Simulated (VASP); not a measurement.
Set up this calculation in VASP 6.6.1, as the native input.

- Task: density of states
- Functional: PBE
- Potentials or basis: VASP PAW PBE potentials, release 64 (Cd, S)
- Cutoff: 400 eV
- k mesh: 4 × 4 × 4
- Occupations: gaussian, width 0.1 eV
- Spin: no spin polarisation
- Dipole correction: no
- k mesh for the DOS: 6 × 6 × 6
- Occupations for the DOS: tetrahedron
- Further INCAR settings: ALGO = Normal; EDIFF = 1e-06; NBANDS = 16

Crystal: CdS.

```xyz
2
Lattice="0.0000 2.7532 2.7532 2.7532 0.0000 2.7532 2.7532 2.7532 0.0000" Properties=species:S:1:pos:R:3 pbc="T T T"
Cd    0.0000    0.0000    0.0000
S     2.7532    2.7532    2.7532
```

One way to write it, as run:

POSCAR

```
CdS
1.0
    0.0000000000      2.7532440000      2.7532440000
    2.7532440000      0.0000000000      2.7532440000
    2.7532440000      2.7532440000      0.0000000000
Cd S
1 1
Direct
    0.0000000000      0.0000000000      0.0000000000
    0.5000000000      0.5000000000      0.5000000000
```

INCAR.step1

```
  ALGO = Normal
  EDIFF = 1E-6
  ENCUT = 400
  GGA = PE
  GGA_COMPAT = False
  ISIF = 2
  ISMEAR = 0
  LASPH = True
  LCHARG = True
  LORBIT = 11
  LREAL = False
  LWAVE = False
  NBANDS = 16
  NEDOS = 2001
  NELM = 120
  PREC = Accurate
  SIGMA = 0.1
```

KPOINTS.step1

```
k-points
0
Gamma
  4 4 4
```

INCAR.step2

```
  ALGO = Normal
  EDIFF = 1E-6
  ENCUT = 400
  GGA = PE
  GGA_COMPAT = False
  ICHARG = 11
  ISIF = 2
  ISMEAR = -5
  LASPH = True
  LCHARG = False
  LORBIT = 11
  LREAL = False
  LWAVE = False
  NBANDS = 16
  NEDOS = 1001
  NELM = 120
  PREC = Accurate
  SIGMA = 0.1
```

KPOINTS.step2

```
k-points
0
Gamma
  6 6 6
```

Potentials or basis: VASP PAW PBE potentials, release 64 (Cd, S).

Command:

```sh
$ cat potpaw_PBE.64/Cd/POTCAR potpaw_PBE.64/S/POTCAR > POTCAR
$ cp INCAR.step1 INCAR
$ cp KPOINTS.step1 KPOINTS
$ mpirun -np 1 vasp_std > vasp.out
$ cp INCAR.step2 INCAR
$ cp KPOINTS.step2 KPOINTS
$ mpirun -np 1 vasp_std > vasp.out
```

It gave:

| Quantity | Value |
| --- | --- |
| Valence electrons inside the program's atomic spheres | Cd 10.20; S 3.70 |

Caveat: the k points lie up to 0.49 Å⁻¹ apart.

Run time: 14 s on 1 thread of Intel Xeon 6455B (shared host), peak memory 0.15 GiB.
